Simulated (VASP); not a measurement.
Runs of VASP 6.6.1 on SbSe2. The structure is that of space group P6_3/mmc (No. 194), or close to it. The cells are those of the table. 

```tsv
task	cell	k mesh	cutoff (eV)	gap on the mesh (eV)	pressure (GPa)	relaxed volume (Å³/atom)	largest force (eV/Å)
single point	a = 3.867, b = 3.867, c = 11.509 Å, angles 90.0, 90.0, 120.0°, 6 atoms	6 × 6 × 2	520	none	0.0	-	0.03
relaxation of cell and atoms	relaxed from a = 3.144, b = 3.144, c = 12.711 Å, angles 90.0, 90.0, 120.0°, 6 atoms	6 × 6 × 2	600	none	0.2	(a)	0.02
relaxation of cell and atoms	relaxed from a = 3.867, b = 3.867, c = 11.509 Å, angles 90.0, 90.0, 120.0°, 6 atoms	12 × 12 × 4	600	none	0.0	24.68	-
single point	a = 3.824, b = 3.824, c = 11.688 Å, angles 90.0, 90.0, 120.0°, 6 atoms	12 × 12 × 4	520	none	0.0	-	0.01
```

Alike in all rows: level PBEsol; potentials or basis VASP PAW PBE potentials, release 64 (Sb, Se); no spin polarisation; smearing gaussian 0.1 eV.

Problem. Estimate the missing entries.

Solution. (a) 24.72.

Caveats: some runs use coarse meshes; the PAW data sets were made with another functional, which shifts forces and pressure a little; spin-orbit coupling is left out, which moves the levels of the heavy elements; the volume moved by over 15 % at a fixed basis, so the end points are rough (some runs); this functional lacks dispersion, which binds the layers, so the pressure and a relaxed spacing across them are unreliable (some runs); the relaxation stopped at a loose force limit of 0.05 eV/Å, so its end isn't a converged minimum (some runs).

A k mesh can miss the band edges, and the runs leave out spin-orbit coupling on Sb, Se.

A gap of «none» marks levels without a gap at the run's occupations.
